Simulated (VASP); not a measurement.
# GaN (P6_3mc) in VASP: a series of runs

Runs on GaN. Level: PBEsol. Tasks: single point.

All numbers are computed with VASP 6.6.1; they aren't measurements. Logs are shortened: lines on timing, memory, paths and dates and some standing lists are left out, and cuts for length are marked.

## (1) The cell of the first run

Symmetry: P6_3mc, No. 186, hexagonal system. The conventional cell has a = 3.146 Å, b = 3.146 Å, c = 10.145 Å, α = 90.00°, β = 90.00°, γ = 120.00°. Ga (site symmetry 3m) has 4 N at 1.91 to 1.96 Å within 2.5 Å. Ga (site symmetry 3m) has 3 N at 1.90 Å within 2.5 Å. N (site symmetry 3m) has 4 Ga at 1.90 to 1.96 Å within 2.5 Å. Within 2.5 Å of N (site symmetry 3m) lie 3 Ga at 1.91 Å.

## (2) Single point, PBEsol

INCAR

```
PREC     = Accurate       # precision mode
ENCUT    = 520            # plane-wave cutoff, eV
EDIFF    = 1E-7           # SCF threshold, eV
ISMEAR   = -1             # smearing method
SIGMA    = 0.05           # smearing width, eV
LREAL    = False          # projectors in reciprocal space
LASPH    = True           # aspherical terms in the spheres
NELM     = 80             # most SCF steps
ALGO     = Normal         # electronic algorithm
ISIF     = 2              # what is computed and relaxed
LWAVE    = False          # write WAVECAR
LCHARG   = False          # write CHGCAR
GGA      = PS             # functional
NBANDS   = 46             # bands
```

KPOINTS

```
Automatic mesh
0
Gamma
  10 10 3
```

POSCAR

```
GaN
1.0
    3.1459778032      0.0000000000      0.0000000000
   -1.5729889016      2.7244966974      0.0000000000
    0.0000000000      0.0000000000     10.1454165942
Ga N
4 4
Direct
    0.0000000000      0.0000000000      0.7858680000
    0.6666666667      0.3333333333      0.0373490000
    0.3333333333      0.6666666667      0.5373490000
    0.0000000000      0.0000000000      0.2858680000
    0.0000000000      0.0000000000      0.0930380000
    0.6666666667      0.3333333333      0.3437450000
    0.0000000000      0.0000000000      0.5930380000
    0.3333333333      0.6666666667      0.8437450000
```

Potentials or basis: VASP PAW PBE potentials, release 64 (Ga_d, N).

Started as:

```sh
$ cat potpaw_PBE.64/Ga_d/POTCAR potpaw_PBE.64/N/POTCAR > POTCAR
$ mpirun -np 1 vasp_std > vasp.out
```

OUTCAR:

```text
PREC = Accurate
   ENCUT = 520
   EDIFF = 1E-7
   ISMEAR = -1
   LREAL = False
   LASPH = True
   NELM = 80
   ISIF = 2
   GGA = PS

 ion  position               nearest neighbor table
   1  0.000  0.000  0.786-   8 1.91   8 1.91   8 1.91   7 1.96
   2  0.667  0.333  0.037-   5 1.90   5 1.90   5 1.90
   3  0.333  0.667  0.537-   7 1.90   7 1.90   7 1.90
   4  0.000  0.000  0.286-   6 1.91   6 1.91   6 1.91   5 1.96
   5  0.000  0.000  0.093-   2 1.90   2 1.90   2 1.90   4 1.96
   6  0.667  0.333  0.344-   4 1.91   4 1.91   4 1.91
   7  0.000  0.000  0.593-   3 1.90   3 1.90   3 1.90   1 1.96
   8  0.333  0.667  0.844-   1 1.91   1 1.91   1 1.91

  LATTYP: Found a hexagonal cell.
 ALAT       =     3.1459778032
 C/A-ratio  =     3.2248849893

  Lattice vectors:

 A1 = (   3.1459778032,   0.0000000000,   0.0000000000)
 A2 = (  -1.5729889016,   2.7244966974,   0.0000000000)
 A3 = (   0.0000000000,   0.0000000000,  10.1454165942)

Analysis of symmetry for initial positions (statically):
=====================================================================
 Subroutine PRICEL returns:
 Original cell was already a primitive cell.

 Routine SETGRP: Setting up the symmetry group for a
 hexagonal supercell.

 Subroutine GETGRP returns: Found 12 space group operations
 (whereof  6 operations were pure point group operations)
 out of a pool of 24 trial point group operations.

The static configuration has the point symmetry C_3v.
 The point group associated with its full space group is C_6v.

Analysis of symmetry for dynamics (positions and initial velocities):
=====================================================================
 Subroutine PRICEL returns:
 Original cell was already a primitive cell.

 Routine SETGRP: Setting up the symmetry group for a
 hexagonal supercell.

 Subroutine GETGRP returns: Found 12 space group operations
 (whereof  6 operations were pure point group operations)
 out of a pool of 24 trial point group operations.

The dynamic configuration has the point symmetry C_3v.
 The point group associated with its full space group is C_6v.

 Subroutine INISYM returns: Found 12 space group operations
 (whereof  6 operations are pure point group operations),
 and found     1 'primitive' translations

----------------------------------------------------------------------------------------

                                     Primitive cell

  volume of cell :      86.9585

  direct lattice vectors                    reciprocal lattice vectors
     3.145977803  0.000000000  0.000000000     0.317866197  0.183520134  0.000000000
    -1.572988902  2.724496697  0.000000000     0.000000000  0.367040269  0.000000000
     0.000000000  0.000000000 10.145416594     0.000000000  0.000000000  0.098566677

  length of vectors
     3.145977803  3.145977803 10.145416594     0.367040269  0.367040269  0.098566677

  position of ions in fractional coordinates (direct lattice)
     0.000000000  0.000000000  0.785868000
     0.666666667  0.333333333  0.037349000
     0.333333333  0.666666667  0.537349000
     0.000000000  0.000000000  0.285868000
     0.000000000  0.000000000  0.093038000
     0.666666667  0.333333333  0.343745000
     0.000000000  0.000000000  0.593038000
     0.333333333  0.666666667  0.843745000

  ion indices of the primitive-cell ions
   primitive index   ion index
                 1           1
                 2           2
                 3           3
                 4           4
                 5           5
                 6           6
                 7           7
                 8           8

----------------------------------------------------------------------------------------

 KPOINTS: Automatic mesh

Automatic generation of k-mesh.
 Grid dimensions read from file:
 generate k-points for:   10   10    3

 Generating k-lattice:

  Cartesian coordinates                     Fractional coordinates (reciprocal lattice)
     0.031786620  0.018352013  0.000000000     0.100000000 -0.000000000  0.000000000
     0.000000000  0.036704027  0.000000000     0.000000000  0.100000000  0.000000000
     0.000000000  0.000000000  0.032855559     0.000000000  0.000000000  0.333333333

  Length of vectors
     0.036704027  0.036704027  0.032855559

  Shift w.r.t. Gamma in fractional coordinates (k-lattice)
     0.000000000  0.000000000  0.000000000

 Subroutine IBZKPT returns following result:
 ===========================================

 Found     28 irreducible k-points:

 Following reciprocal coordinates:
            Coordinates               Weight
  0.000000  0.000000  0.000000      1.000000
  0.100000  0.000000  0.000000      6.000000
  0.200000  0.000000  0.000000      6.000000
  0.300000  0.000000  0.000000      6.000000
  0.400000  0.000000  0.000000      6.000000
  0.500000  0.000000  0.000000      3.000000
[... 16 lines left out ...]
  0.300000  0.100000  0.333333     24.000000
  0.400000  0.100000  0.333333     24.000000
 [... further k-points ...]
   k-points           NKPTS =     28   k-points in BZ     NKDIM =     28   number of bands    NBANDS=     46
   number of dos      NEDOS =    301   number of ions     NIONS =      8
   total plane-waves  NPLWV =  46080
   dimension x,y,z NGX =    24 NGY =   24 NGZ =   80
   dimension x,y,z NGXF=    48 NGYF=   48 NGZF=  160
   ions per type =               4   4
   NGX,Y,Z   is equivalent  to a cutoff of  12.68, 12.68, 13.11 a.u.
   NGXF,Y,Z  is equivalent  to a cutoff of  25.37, 25.37, 26.22 a.u.
 SYSTEM =  unknown system
   PREC   = accura    normal or accurate (medium, high low for compatibility)
   ISTART =      0    job   : 0-new  1-cont  2-samecut
   ICHARG =      2    charge: 1-file 2-atom 10-const
   ISPIN  =      1    spin polarized calculation?
   LNONCOLLINEAR =      F non collinear calculations
   LSORBIT =      F    spin-orbit coupling
   LASPH  =      T    aspherical Exc in radial PAW
   ENCUT  =  520.0 eV  38.22 Ry    6.18 a.u.   5.85  5.85 18.86*2*pi/ulx,y,z
   NELM   =     80;   NELMIN=  2; NELMDL= -5     # of ELM steps
   EDIFF  = 0.1E-06   stopping-criterion for ELM
   LREAL  =      F    real-space projection
   EDIFFG = 0.1E-05   stopping-criterion for IOM
   NSW    =      0    number of steps for IOM
   IBRION =     -1    ionic relax: 0-MD 1-quasi-New 2-CG
   NFREE  =      0    steps in history (QN), initial steepest desc. (CG)
   ISIF   =      2    stress and relaxation
   ISYM   =      2    0-nonsym 1-usesym 2-fastsym
   POTIM  = 0.5000    time-step for ionic-motion
   TEBEG  =    0.0;   TEEND  =   0.0 temperature during run
   PSTRESS=    0.0 pullay stress
   NELECT =      72.0000    total number of electrons
   NUPDOWN=      -1.0000    fix difference up-down
   EMIN   =  10.00;   EMAX   =-10.00  energy-range for DOS
   EFERMI =   0.00;   METHOD = LEGACY
   ISMEAR =    -1;   SIGMA  =   0.05  broadening in eV -4-tet -1-fermi 0-gaus
   EFERMI_NEDOS =   21; number of points for ismear=-14 and -15
   IALGO  =     38    algorithm
   IMIX   =      4    mixing-type and parameters
     AMIX     =   0.40;   BMIX     =  1.00
     AMIX_MAG =   1.60;   BMIX_MAG =  1.00
  volume/ion in A,a.u.               =      10.87        73.35
  Fermi-wavevector in a.u.,A,eV,Ry     =   1.537264  2.905007 32.153014  2.363180
  Thomas-Fermi vector in A             =   2.643797
   LORBIT       =      0    0 simple, 1 ext, 2 COOP (PROOUT), +10 PAW based schemes
   GGA     = PS    functional components
   LHFCALC =     F    Hartree Fock is set to
   AEXX    =    0.0000 exact exchange contribution
   IVDW    =     0    specifies the selected vdW correction
   LEPSILON=     F    determine dielectric tensor
   LRPA    =     F    only Hartree local field effects (RPA)
 non-spin polarized calculation
  energy-cutoff  :      520.00
  volume of cell :       86.96
 maximum number of plane-waves:      2359
 NGX is ok and might be reduce to    24
   NGX = 11   NGY = 11   NGZ = 37

 number of electron      72.0000057 magnetization

 Free energy of the ion-electron system (eV)
  ---------------------------------------------------
  ext. energy  EPLUGINS =         0.00000000
  ---------------------------------------------------
  free energy    TOTEN  =       -50.19978123 eV

  energy without entropy =      -50.19978117  energy(sigma->0) =      -50.19978120

 E-fermi :   6.8622     XC(G=0): -12.2635

 val. band max:        6.2107059178   @ k =   0.0000   0.0000   0.0000
 cond. band min:       7.4612141488   @ k =   0.0000   0.0000   0.0000
 fundamental gap:      1.2505082310
 Fermi energy:         6.8622430503

 k-point     1 :       0.0000    0.0000    0.0000
  band No.  band energies     occupation
      1     -10.6557      2.00000
      2     -10.2696      2.00000
      3      -9.5039      2.00000
      4      -9.2708      2.00000
      5      -8.1274      2.00000
      6      -8.1274      2.00000
[... 38 lines left out ...]
     45      15.0439      0.00000
     46      15.8152      0.00000

 k-point     2 :       0.1000    0.0000    0.0000
  band No.  band energies     occupation
      1     -10.5490      2.00000
      2     -10.1958      2.00000
      3      -9.4240      2.00000
      4      -9.2353      2.00000
      5      -8.1334      2.00000
      6      -8.1327      2.00000
[... 38 lines left out ...]
     45      15.4028      0.00000
     46      15.5424      0.00000

 k-point     3 :       0.2000    0.0000    0.0000
  band No.  band energies     occupation
      1     -10.2747      2.00000
      2     -10.0167      2.00000
      3      -9.2317      2.00000
      4      -9.1466      2.00000
      5      -8.1283      2.00000
      6      -8.1251      2.00000
[... 38 lines left out ...]
     45      14.8430      0.00000
     46      15.4308      0.00000

 k-point     4 :       0.3000    0.0000    0.0000
  band No.  band energies     occupation
      1      -9.9737      2.00000
      2      -9.8355      2.00000
      3      -9.0412      2.00000
      4      -9.0293      2.00000
      5      -8.1052      2.00000
      6      -8.1004      2.00000
[... 920 lines left out ...]
     45      14.6481      0.00000
     46      15.0713      0.00000

 k-point    23 :       0.3000    0.1000    0.3333
  band No.  band energies     occupation
      1      -9.8201      2.00000
      2      -9.7771      2.00000
      3      -8.9620      2.00000
      4      -8.9554      2.00000
      5      -8.0892      2.00000
      6      -8.0871      2.00000
[... 38 lines left out ...]
     45      15.3839      0.00000
     46      15.5913      0.00000

 k-point    24 :       0.4000    0.1000    0.3333
  band No.  band energies     occupation
      1      -9.7291      2.00000
      2      -9.7066      2.00000
      3      -8.8922      2.00000
      4      -8.8889      2.00000
      5      -8.0819      2.00000
      6      -8.0796      2.00000
[... 38 lines left out ...]
     45      15.3879      0.00000
     46      15.9535      0.00000

 [... further k-points ...]
[... 5 lines left out ...]
  --------------------------------------------------------------------------------------
  -------------------------------------------------------------------------------------
  Total        1.8857590      1.8857590      4.3858807      0.0000000     -0.0000000      0.0000000
  in kB       34.7444099     34.7444099     80.8082256      0.0000000     -0.0000000      0.0000000
  external PRESSURE =      50.0990151 kB  Pullay stress =       0.0000000 kB

 VOLUME and BASIS-vectors are now :
 -----------------------------------------------------------------------------
  energy-cutoff  :      520.00
  volume of cell :       86.96
      direct lattice vectors                 reciprocal lattice vectors
     3.145977803  0.000000000  0.000000000     0.317866197  0.183520134  0.000000000
    -1.572988902  2.724496697  0.000000000     0.000000000  0.367040269  0.000000000
     0.000000000  0.000000000 10.145416594     0.000000000  0.000000000  0.098566677

 POSITION                                       TOTAL-FORCE (eV/Angst)
 -----------------------------------------------------------------------------------
      0.00000      0.00000      7.97296         0.000000      0.000000     -0.034579
      1.57299      0.90817      0.37892         0.000000     -0.000000     -0.438256
     -0.00000      1.81633      5.45163        -0.000000      0.000000     -0.438256
      0.00000      0.00000      2.90025         0.000000      0.000000     -0.034579
      0.00000      0.00000      0.94391        -0.000000      0.000000     -0.171527
      1.57299      0.90817      3.48744        -0.000000      0.000000      0.644363
      0.00000      0.00000      6.01662         0.000000     -0.000000     -0.171527
     -0.00000      1.81633      8.56014         0.000000     -0.000000      0.644363
 -----------------------------------------------------------------------------------
    total drift:                                0.000000      0.000001      0.001974

  FREE ENERGIE OF THE ION-ELECTRON SYSTEM (eV)
  ---------------------------------------------------
  free  energy   TOTEN  =       -50.1997812323 eV

  energy  without entropy=      -50.1997811738  energy(sigma->0) =      -50.19978120
```

Wall time 1.9 min (1 thread of Intel Xeon Platinum 8259CL at 2.50GHz (Skylake/Cascade Lake), shared host); peak memory 0.23 GiB.

What came out:

```yaml
Free_energy: -50.1998 eV
Pressure: 5.0 GPa
Largest_force: 0.644 eV/Å
Band_gap_on_the_k_mesh: 1.25 eV, direct
```

Forces on the atoms (eV/Å):
```
Ga   0.000  0.000 -0.035
Ga   0.000  0.000 -0.438
Ga   0.000  0.000 -0.438
Ga   0.000  0.000 -0.035
N    0.000  0.000 -0.172
N    0.000  0.000  0.644
N    0.000  0.000 -0.172
N    0.000  0.000  0.644
```

Stress tensor (GPa, compression positive):
```
3.47 0.00 0.00
0.00 3.47 0.00
0.00 0.00 8.08
```

Caveat: the PAW data sets were made with another functional, which shifts forces and pressure a little. As with any semilocal functional, this PBEsol gap is likely too small.

[end of part 1 of 2]
